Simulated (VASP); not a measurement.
## Ag: electric field gradients with PBE

The system is Ag.

```
CELL_PARAMETERS angstrom
2.93066 0.00000 0.00000
-1.46533 2.53803 0.00000
0.00000 0.00000 4.80934
ATOMIC_POSITIONS crystal
Ag 0.33333 0.66667 0.25000
Ag 0.66667 0.33333 0.75000
```

| Property | Result |
| --- | --- |
| Program | VASP 6.6.1 |
| Task | electric field gradients |
| Functional | PBE |
| Potentials or basis | VASP PAW PBE potentials, release 64 (Ag) |
| Cutoff | 520 eV |
| k mesh | 18 × 18 × 10 |
| Occupations | fermi-dirac, width 0.15 eV |
| Spin | no spin polarisation |
| Dipole correction | no |
| Further INCAR settings | ALGO = Normal; EDIFF = 1e-08; NBANDS = 18 |

```yaml
Pressure: -0.1 GPa
Band_gap_on_the_k_mesh: zero (band 11 reaches 11.77 eV, above the bottom of band 12 at 4.41 eV)
```

Levels at points of the mesh, in eV from the Fermi level:
```tsv
k point	band 7	band 8	band 9	band 10	band 11	band 12	band 13	band 14	band 15	band 16
(0.00, 0.00, 0.00)	-4.36	-4.02	-4.02	-3.10	-3.10	-0.32	3.26	15.53	17.28	17.65
(0.50, 0.00, 0.00)	-3.71	-2.97	-2.93	-2.84	0.12	1.44	6.64	6.91	8.93	10.05
(0.00, 0.00, 0.50)	-4.39	-4.39	-3.39	-3.39	-3.39	-3.39	10.67	10.67	15.88	15.88
(0.50, 0.00, 0.50)	-3.14	-3.14	-2.89	-2.89	0.81	0.81	4.32	4.32	13.26	13.26
```

Electric field gradients, principal values (V/Å²):
| atom | least | middle | greatest (by size) |
| --- | --- | --- | --- |
| 1 Ag | -0.249 | -0.251 | 0.499 |
| 2 Ag | -0.249 | -0.251 | 0.499 |

It took 3 min on 1 thread of AMD EPYC 7R43 64-Core Processor (Zen 3), with other jobs on the host, peak memory 0.21 GiB.

Caveat: without QUAD_EFG the Cq values of the log hold for a quadrupole moment of 1 mb, not for the nuclei.
